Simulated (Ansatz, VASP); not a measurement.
# SiC in VASP and in Ansatz

The input INCAR:

```
SYSTEM = SiC
PREC     = Accurate       ! precision mode
ENCUT    = 600            ! plane-wave cutoff, eV
EDIFF    = 1E-6           ! SCF threshold, eV
ISMEAR   = 0              ! smearing method
SIGMA    = 0.05           ! smearing width, eV
LREAL    = .False.        ! projectors in reciprocal space
LASPH    = .True.         ! aspherical terms in the spheres
NELM     = 120            ! most SCF steps
ALGO     = Normal         ! electronic algorithm
ISIF     = 2              ! what is computed and relaxed
LWAVE    = .False.        ! write WAVECAR
LCHARG   = .False.        ! write CHGCAR
GGA      = CA             ! functional
NBANDS   = 16             ! bands
GGA_COMPAT= .False.
```

File KPOINTS:

```
Automatic mesh
0
Gamma
  10 10 6
  0 0 0
```

File POSCAR:

```
SiC
1.0
    0.0000000000     -2.1644105396     -2.3159192774
    0.0000000000      2.1644105396     -2.3159192774
    4.3288210792      0.0000000000      0.0000000000
Si C
2 2
Direct
    0.5110884694      0.5110884694      0.5000000000
   -0.0110884694     -0.0110884694      0.0000000000
    0.0075067962      0.4924932038      0.2500000000
    0.4924932038      0.0075067962      0.7500000000
```

Input for Ansatz:

```yaml
crystal:
  lattice:
    - [0.0, -2.1644105396, -2.3159192774]
    - [0.0, 2.1644105396, -2.3159192774]
    - [4.3288210792, 0.0, 0.0]
  atoms:
    - { symbol: Si, position: [0.5110884694, 0.5110884694, 0.5] }
    - { symbol: Si, position: [-0.0110884694, -0.0110884694, 0.0] }
    - { symbol: C, position: [0.0075067962, 0.4924932038, 0.25] }
    - { symbol: C, position: [0.4924932038, 0.0075067962, 0.75] }
basis:
  ecutwfc: 520.0
kpoints:
  mp_grid: { grid: [10, 10, 6] }
hamiltonian:
  xc: lda
  pseudopotentials: { kind: paw, azcp: { folder: soft_1 } }
scf:
  occupations: { method: gaussian, width: 0.05 }
output:
  forces: true
  stress: true
  eigenvalues: true
  write_density: true
  write_potential: true
  elf: true
  volumetric_format: npy
```

Change from the starting cell: mode 4 frozen in at -0.048 Å, normal strain along y +0.0700.

Alike in both runs: task single point; functional LDA; k mesh 10 × 10 × 6; occupations gaussian, width 0.05 eV; no spin polarisation.

```csv
,VASP,Ansatz
version,VASP 6.6.1,Ansatz 0.2.0
potentials or method,"VASP PAW LDA potentials, release 64 (Si, C), cutoff 600 eV","scalar-relativistic, plane waves, PAW"
valence electrons in the cell,16,16
```

VASP gave:

| Property | Result |
| --- | --- |
| gap on the k mesh at the Fermi level (eV) | 0.97 |
| least direct gap on the mesh (eV) | 0.99 |
| pressure (GPa) | -13.7 |
| traceless stress, the component that is largest in VASP (GPa) | -13.19 |
| rms of the force components (eV/Å) | 0.279 |

Question: Estimate Ansatz's values.

Answer: gap on the k mesh at the Fermi level (eV): 0.99; least direct gap on the mesh (eV): 1.00; pressure (GPa): -13.9; traceless stress, the component that is largest in VASP (GPa): -13.19; rms of the force components (eV/Å): 0.279.

Ansatz warns that its potentials were made for another functional, while VASP's fit it. LDA's correlation is that of Perdew and Zunger in VASP and of Perdew and Wang (1992) in Ansatz. Atom by atom the forces differ by 0.001 eV/Å (rms over components).
